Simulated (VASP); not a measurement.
A run of VASP 6.6.1:

INCAR

```
SYSTEM = BN
PREC = Accurate
ENCUT = 520
EDIFF = 1E-6
ISMEAR = 0
SIGMA = 0.05
LREAL = .False.
LASPH = .True.
NELM = 60
ALGO = Normal
ISIF = 2
LWAVE = .False.
LCHARG = .False.
GGA = PE
NBANDS = 26
```

The input KPOINTS:

```
Automatic mesh
0
Gamma
  6 6 10
  0 0 0
```

POSCAR

```
BN
1.0
    4.5554000000      0.0000000000      0.0000000000
    0.0000000000      4.5554000000      0.0000000000
    0.0000000000      0.0000000000      2.7021000000
B N
4 4
Direct
    0.1742811368      0.8257188632      0.5000000000
    0.3257188632      0.3257188632      0.0000000000
    0.6742811368      0.6742811368      0.0000000000
    0.8257188632      0.1742811368      0.5000000000
    0.8126115048      0.8126115048      0.5000000000
    0.3126115048      0.6873884952      0.0000000000
    0.6873884952      0.3126115048      0.0000000000
    0.1873884952      0.1873884952      0.5000000000
```

Potentials or basis: VASP PAW PBE potentials, release 64 (B, N).

Run with:

```bash
$ cat potpaw_PBE.64/B/POTCAR potpaw_PBE.64/N/POTCAR > POTCAR
$ mpirun -np 1 vasp_std > vasp.out
```

Hardware: 1 thread of Intel Xeon 8259CL, on a shared host.

Problem. Estimate the wall time of this run.

Solution. Wall time 87 s on 1 thread of Intel Xeon 8259CL (shared host), peak memory 0.2 GiB. Counts: scf iterations 14, k points 60.
